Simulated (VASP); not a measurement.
# BeSe (zincblende type) (F-43m) in VASP: notebook

The runs below take BeSe (zincblende type) through single point, with PBE.

All numbers are computed with VASP 6.6.1; they aren't measurements. Logs are shortened: lines on timing, memory, paths and dates and some standing lists are left out, and cuts for length are marked.

### Step 1. The cell of the first run

Symmetry: F-43m, No. 216, cubic system. Conventional cell: a = 5.177 Å, b = 5.177 Å, c = 5.177 Å, α = 90.00°, β = 90.00°, γ = 90.00°. Be (site symmetry -43m) has 4 Se at 2.24 Å within 3.0 Å. Within 3.0 Å of Se (site symmetry -43m) lie 4 Be at 2.24 Å.

### Step 2. Single point, PBE

INCAR

```
PREC = Accurate
ENCUT = 600
EDIFF = 1E-6
ISMEAR = -1
SIGMA = 0.05
LREAL = F
LASPH = T
NELM = 120
ALGO = Normal
ISIF = 2
LWAVE = F
LCHARG = F
GGA = PE
NBANDS = 11
GGA_COMPAT = F
```

KPOINTS

```
regular mesh
0
Gamma
  14 14 14
```

POSCAR

```
BeSe
1.0
    0.0000000000      2.5885384557      2.5885384557
    2.5885384557      0.0000000000      2.5885384557
    2.5885384557      2.5885384557      0.0000000000
Be Se
1 1
Direct
    0.0000000000      0.0000000000      0.0000000000
    0.2500000000      0.2500000000      0.2500000000
```

Potentials or basis: VASP PAW PBE potentials, release 64 (Be, Se).

On the command line:

```
cat potpaw_PBE.64/Be/POTCAR potpaw_PBE.64/Se/POTCAR > POTCAR
mpirun -np 1 vasp_std > vasp.out
```

OUTCAR:

```text
PREC = Accurate
   ENCUT = 600
   EDIFF = 1E-6
   ISMEAR = -1
   LREAL = F
   LASPH = T
   NELM = 120
   ISIF = 2
   GGA = PE

 ion  position               nearest neighbor table
   1  0.000  0.000  0.000-   2 2.24   2 2.24   2 2.24   2 2.24
   2  0.250  0.250  0.250-   1 2.24   1 2.24   1 2.24   1 2.24

  LATTYP: Found a face centered cubic cell.
 ALAT       =     5.1770769114

  Lattice vectors:

 A1 = (   0.0000000000,   2.5885384557,   2.5885384557)
 A2 = (   2.5885384557,   0.0000000000,   2.5885384557)
 A3 = (   2.5885384557,   2.5885384557,   0.0000000000)

Analysis of symmetry for initial positions (statically):
=====================================================================
 Subroutine PRICEL returns:
 Original cell was already a primitive cell.

 Routine SETGRP: Setting up the symmetry group for a
 face centered cubic supercell.

 Subroutine GETGRP returns: Found 24 space group operations
 (whereof 24 operations were pure point group operations)
 out of a pool of 48 trial point group operations.

The static configuration has the point symmetry T_d .

Analysis of symmetry for dynamics (positions and initial velocities):
=====================================================================
 Subroutine PRICEL returns:
 Original cell was already a primitive cell.

 Routine SETGRP: Setting up the symmetry group for a
 face centered cubic supercell.

 Subroutine GETGRP returns: Found 24 space group operations
 (whereof 24 operations were pure point group operations)
 out of a pool of 48 trial point group operations.

The dynamic configuration has the point symmetry T_d .

 Subroutine INISYM returns: Found 24 space group operations
 (whereof 24 operations are pure point group operations),
 and found     1 'primitive' translations

----------------------------------------------------------------------------------------

                                     Primitive cell

  volume of cell :      34.6892

  direct lattice vectors                    reciprocal lattice vectors
     0.000000000  2.588538456  2.588538456    -0.193159193  0.193159193  0.193159193
     2.588538456  0.000000000  2.588538456     0.193159193 -0.193159193  0.193159193
     2.588538456  2.588538456  0.000000000     0.193159193  0.193159193 -0.193159193

  length of vectors
     3.660746191  3.660746191  3.660746191     0.334561537  0.334561537  0.334561537

  position of ions in fractional coordinates (direct lattice)
     0.000000000  0.000000000  0.000000000
     0.250000000  0.250000000  0.250000000

  ion indices of the primitive-cell ions
   primitive index   ion index
                 1           1
                 2           2

----------------------------------------------------------------------------------------

 KPOINTS: regular mesh

Automatic generation of k-mesh.
 Grid dimensions read from file:
 generate k-points for:   14   14   14

 Generating k-lattice:

  Cartesian coordinates                     Fractional coordinates (reciprocal lattice)
    -0.013797085  0.013797085  0.013797085     0.071428571  0.000000000  0.000000000
     0.013797085 -0.013797085  0.013797085     0.000000000  0.071428571  0.000000000
     0.013797085  0.013797085 -0.013797085     0.000000000  0.000000000  0.071428571

  Length of vectors
     0.023897253  0.023897253  0.023897253

  Shift w.r.t. Gamma in fractional coordinates (k-lattice)
     0.000000000  0.000000000  0.000000000

 Subroutine IBZKPT returns following result:
 ===========================================

 Found    104 irreducible k-points:

 Following reciprocal coordinates:
            Coordinates               Weight
  0.000000  0.000000  0.000000      1.000000
  0.071429  0.000000  0.000000      8.000000
  0.142857  0.000000  0.000000      8.000000
  0.214286  0.000000  0.000000      8.000000
  0.285714  0.000000  0.000000      8.000000
  0.357143  0.000000  0.000000      8.000000
[... 16 lines left out ...]
  0.214286  0.142857  0.000000     24.000000
  0.285714  0.142857  0.000000     24.000000
 [... further k-points ...]
   k-points           NKPTS =    104   k-points in BZ     NKDIM =    104   number of bands    NBANDS=     11
   number of dos      NEDOS =    301   number of ions     NIONS =      2
   total plane-waves  NPLWV =  27000
   dimension x,y,z NGX =    30 NGY =   30 NGZ =   30
   dimension x,y,z NGXF=    60 NGYF=   60 NGZF=   60
   ions per type =               1   1
   NGX,Y,Z   is equivalent  to a cutoff of  13.62, 13.62, 13.62 a.u.
   NGXF,Y,Z  is equivalent  to a cutoff of  27.25, 27.25, 27.25 a.u.
 SYSTEM =  unknown system
   PREC   = accura    normal or accurate (medium, high low for compatibility)
   ISTART =      0    job   : 0-new  1-cont  2-samecut
   ICHARG =      2    charge: 1-file 2-atom 10-const
   ISPIN  =      1    spin polarized calculation?
   LNONCOLLINEAR =      F non collinear calculations
   LSORBIT =      F    spin-orbit coupling
   LASPH  =      T    aspherical Exc in radial PAW
   ENCUT  =  600.0 eV  44.10 Ry    6.64 a.u.   7.31  7.31  7.31*2*pi/ulx,y,z
   NELM   =    120;   NELMIN=  2; NELMDL= -5     # of ELM steps
   EDIFF  = 0.1E-05   stopping-criterion for ELM
   LREAL  =      F    real-space projection
   EDIFFG = 0.1E-04   stopping-criterion for IOM
   NSW    =      0    number of steps for IOM
   IBRION =     -1    ionic relax: 0-MD 1-quasi-New 2-CG
   NFREE  =      0    steps in history (QN), initial steepest desc. (CG)
   ISIF   =      2    stress and relaxation
   ISYM   =      2    0-nonsym 1-usesym 2-fastsym
   POTIM  = 0.5000    time-step for ionic-motion
   TEBEG  =    0.0;   TEEND  =   0.0 temperature during run
   PSTRESS=    0.0 pullay stress
   NELECT =       8.0000    total number of electrons
   NUPDOWN=      -1.0000    fix difference up-down
   EMIN   =  10.00;   EMAX   =-10.00  energy-range for DOS
   EFERMI =   0.00;   METHOD = LEGACY
   ISMEAR =    -1;   SIGMA  =   0.05  broadening in eV -4-tet -1-fermi 0-gaus
   EFERMI_NEDOS =   21; number of points for ismear=-14 and -15
   IALGO  =     38    algorithm
   IMIX   =      4    mixing-type and parameters
     AMIX     =   0.40;   BMIX     =  1.00
     AMIX_MAG =   1.60;   BMIX_MAG =  1.00
  volume/ion in A,a.u.               =      17.34       117.05
  Fermi-wavevector in a.u.,A,eV,Ry     =   1.003938  1.897168 13.713195  1.007891
  Thomas-Fermi vector in A             =   2.136522
   LORBIT       =      0    0 simple, 1 ext, 2 COOP (PROOUT), +10 PAW based schemes
   GGA     = PE    functional components
   LHFCALC =     F    Hartree Fock is set to
   AEXX    =    0.0000 exact exchange contribution
   IVDW    =     0    specifies the selected vdW correction
   LEPSILON=     F    determine dielectric tensor
   LRPA    =     F    only Hartree local field effects (RPA)
 non-spin polarized calculation
  energy-cutoff  :      600.00
  volume of cell :       34.69
 maximum number of plane-waves:      1185
 NGX is ok and might be reduce to    30
   NGX = 15   NGY = 15   NGZ = 15

 number of electron       8.0000000 magnetization

 Free energy of the ion-electron system (eV)
  ---------------------------------------------------
  ext. energy  EPLUGINS =         0.00000000
  ---------------------------------------------------
  free energy    TOTEN  =        -8.85955368 eV

  energy without entropy =       -8.85955368  energy(sigma->0) =       -8.85955368

 E-fermi :   4.1200     XC(G=0):  -9.3530

 val. band max:        3.1782233047   @ k =   0.0000   0.0000   0.0000
 cond. band min:       5.8410107125   @ k =   0.5000   0.5000   0.0000
 fundamental gap:      2.6627874078
 Fermi energy:         4.1199805366

 k-point     1 :       0.0000    0.0000    0.0000
  band No.  band energies     occupation
      1     -10.4984      2.00000
      2       3.1782      2.00000
      3       3.1782      2.00000
      4       3.1782      2.00000
      5       7.4031      0.00000
      6       8.1900      0.00000
      7       8.1900      0.00000
      8       8.1900      0.00000
      9      15.1022      0.00000
     10      15.6371      0.00000
     11      15.6371      0.00000

 k-point     2 :       0.0714    0.0000    0.0000
  band No.  band energies     occupation
      1     -10.4491      2.00000
      2       2.6749      2.00000
      3       3.1059      2.00000
      4       3.1059      2.00000
      5       7.6011      0.00000
      6       8.3121      0.00000
      7       8.3121      0.00000
      8       8.5040      0.00000
      9      15.1872      0.00000
     10      15.1952      0.00000
     11      15.1952      0.00000

 k-point     3 :       0.1429    0.0000    0.0000
  band No.  band energies     occupation
      1     -10.3051      2.00000
      2       1.5969      2.00000
      3       2.9204      2.00000
      4       2.9204      2.00000
      5       7.6766      0.00000
      6       8.6154      0.00000
      7       8.6154      0.00000
      8       9.5283      0.00000
      9      14.5992      0.00000
     10      14.5992      0.00000
     11      15.3159      0.00000

 k-point     4 :       0.2143    0.0000    0.0000
  band No.  band energies     occupation
      1     -10.0802      2.00000
      2       0.4090      2.00000
      3       2.6869      2.00000
      4       2.6869      2.00000
      5       7.6322      0.00000
      6       8.9449      0.00000
      7       8.9449      0.00000
      8      10.7827      0.00000
      9      14.3475      0.00000
     10      14.3475      0.00000
     11      15.2467      0.00000
[... 239 lines left out ...]
 k-point    22 :       0.1429    0.1429    0.0000
  band No.  band energies     occupation
      1     -10.2406      2.00000
      2       1.8174      2.00000
      3       2.4437      2.00000
      4       2.4437      2.00000
      5       7.5764      0.00000
      6       8.9601      0.00000
      7       9.3698      0.00000
      8       9.3698      0.00000
      9      13.0089      0.00000
     10      16.0313      0.00000
     11      16.0565      0.00000

 k-point    23 :       0.2143    0.1429    0.0000
  band No.  band energies     occupation
      1     -10.0738      2.00000
      2       0.9993      2.00000
      3       2.1628      2.00000
      4       2.2625      2.00000
      5       7.5470      0.00000
      6       9.0783      0.00000
      7       9.8652      0.00000
      8      10.0536      0.00000
      9      12.8476      0.00000
     10      16.0261      0.00000
     11      16.3842      0.00000

 k-point    24 :       0.2857    0.1429    0.0000
  band No.  band energies     occupation
      1      -9.8374      2.00000
      2      -0.0035      2.00000
      3       1.9305      2.00000
      4       2.0404      2.00000
      5       7.6851      0.00000
      6       9.2121      0.00000
      7      10.2173      0.00000
      8      10.3782      0.00000
      9      13.5648      0.00000
     10      16.0765      0.00000
     11      16.4655      0.00000

 [... further k-points ...]

------------------------ aborting loop because EDIFF is reached ----------------------------------------

  FORCE on cell =-STRESS in cart. coord.  units (eV):
  Direction    XX          YY          ZZ          XY          YZ          ZX
  --------------------------------------------------------------------------------------
  -------------------------------------------------------------------------------------
  Total        0.0456434      0.0456434      0.0456434     -0.0000000     -0.0000000      0.0000000
  in kB        2.1081170      2.1081170      2.1081170     -0.0000000     -0.0000000      0.0000000
  external PRESSURE =       2.1081170 kB  Pullay stress =       0.0000000 kB

 VOLUME and BASIS-vectors are now :
 -----------------------------------------------------------------------------
  energy-cutoff  :      600.00
  volume of cell :       34.69
      direct lattice vectors                 reciprocal lattice vectors
     0.000000000  2.588538456  2.588538456    -0.193159193  0.193159193  0.193159193
     2.588538456  0.000000000  2.588538456     0.193159193 -0.193159193  0.193159193
     2.588538456  2.588538456  0.000000000     0.193159193  0.193159193 -0.193159193

 POSITION                                       TOTAL-FORCE (eV/Angst)
 -----------------------------------------------------------------------------------
      0.00000      0.00000      0.00000         0.000000      0.000000      0.000000
      1.29427      1.29427      1.29427        -0.000000     -0.000000     -0.000000
 -----------------------------------------------------------------------------------
    total drift:                                0.000000      0.000000      0.000000

  FREE ENERGIE OF THE ION-ELECTRON SYSTEM (eV)
  ---------------------------------------------------
  free  energy   TOTEN  =        -8.8595536795 eV

  energy  without entropy=       -8.8595536794  energy(sigma->0) =       -8.85955368
```

It took 39 s on 1 thread of Intel Xeon Platinum 8488C (Sapphire Rapids), shared host; peak memory 0.2 GiB.

Results:

```
Free energy            : -8.8596 eV
Pressure               : 0.2 GPa
Band gap on the k mesh : 2.66 eV (least direct gap 4.22 eV)
```

### Step 3. Single point, PBE, non-collinear spin, zero start, spin-orbit coupling

INCAR

```
SYSTEM = BeSe
ALGO = Normal
EDIFF = 1E-6
ENCUT = 600
GGA = PE
GGA_COMPAT = .False.
ISIF = 2
ISMEAR = -1
LASPH = .True.
LCHARG = .True.
LNONCOLLINEAR = .True.
LORBIT = 11
LORBMOM = .True.
LREAL = .False.
LSORBIT = .True.
LVHAR = .True.
LWAVE = .False.
MAGMOM = 0 0 0 0 0 0
NBANDS = 20
NELM = 200
PREC = Accurate
SIGMA = 0.05
```

KPOINTS

```
k-points
0
Gamma
  14 14 14
  0 0 0
```

POSCAR is that of step 2.

Potentials or basis: VASP PAW PBE potentials, release 64 (Be, Se).

On the command line:

```
cat potpaw_PBE.64/Be/POTCAR potpaw_PBE.64/Se/POTCAR > POTCAR
mpirun -np 1 vasp_ncl > vasp.out
```

OUTCAR:

```text
SYSTEM = BeSe
   EDIFF = 1E-6
   ENCUT = 600
   GGA = PE
   ISIF = 2
   ISMEAR = -1
   LASPH = .True.
   LNONCOLLINEAR = .True.
   LORBIT = 11
   LREAL = .False.
   LSORBIT = .True.
   NELM = 200
   PREC = Accurate

 ion  position               nearest neighbor table
   1  0.000  0.000  0.000-   2 2.24   2 2.24   2 2.24   2 2.24
   2  0.250  0.250  0.250-   1 2.24   1 2.24   1 2.24   1 2.24

  LATTYP: Found a face centered cubic cell.
 ALAT       =     5.1770769114

  Lattice vectors:

 A1 = (   0.0000000000,   2.5885384557,   2.5885384557)
 A2 = (   2.5885384557,   0.0000000000,   2.5885384557)
 A3 = (   2.5885384557,   2.5885384557,   0.0000000000)

Analysis of symmetry for initial positions (statically):
=====================================================================
 Subroutine PRICEL returns:
 Original cell was already a primitive cell.

 Routine SETGRP: Setting up the symmetry group for a
 face centered cubic supercell.
[... 841 lines left out ...]
     0.0000000     0.0000000     0.0000000     0.0000000     0.0000000     0.0000000     0.0000000
     0.0000000     0.0000000     0.0000000     0.0000000     0.0000000     0.0000000     0.0000000
     0.0000000     0.0000000     0.0000000     0.0000000     0.0000000     0.0000000     0.0000000
     0.0000000     0.0000000     0.0000000     0.0000000     0.0000000     0.0000000     0.0000000

 total charge

# of ion       s       p       d       tot
------------------------------------------
    1        0.375   0.590   0.000   0.965
    2        1.424   2.513   0.031   3.968
--------------------------------------------------
tot          1.799   3.103   0.031   4.933

 magnetization (x)

# of ion       s       p       d       tot
------------------------------------------
    1        0.000  -0.000   0.000  -0.000
    2       -0.000   0.000  -0.000   0.000
--------------------------------------------------
tot         -0.000  -0.000  -0.000  -0.000

 magnetization (y)

# of ion       s       p       d       tot
------------------------------------------
    1        0.000   0.000   0.000   0.000
    2       -0.000  -0.000  -0.000  -0.000
--------------------------------------------------
tot         -0.000   0.000  -0.000   0.000

 magnetization (z)

# of ion       s       p       d       tot
------------------------------------------
    1        0.000  -0.000   0.000   0.000
    2       -0.000   0.000  -0.000   0.000
--------------------------------------------------
tot          0.000  -0.000  -0.000   0.000
```

It took 4.6 min on 1 thread of Intel Xeon Platinum 8488C (Sapphire Rapids), shared host; peak memory 0.42 GiB.

Results:

```yaml
Free_energy: -8.8763 eV
Pressure: 0.2 GPa
Net_moment: 0.00 μB per cell
Valence_electrons_inside_the_program's_atomic_spheres: Be 0.96; Se 3.97
```

Moments on the atoms (μB; x, y, z):
```
Be  0.00 0.00 0.00
Se  0.00 0.00 0.00
```
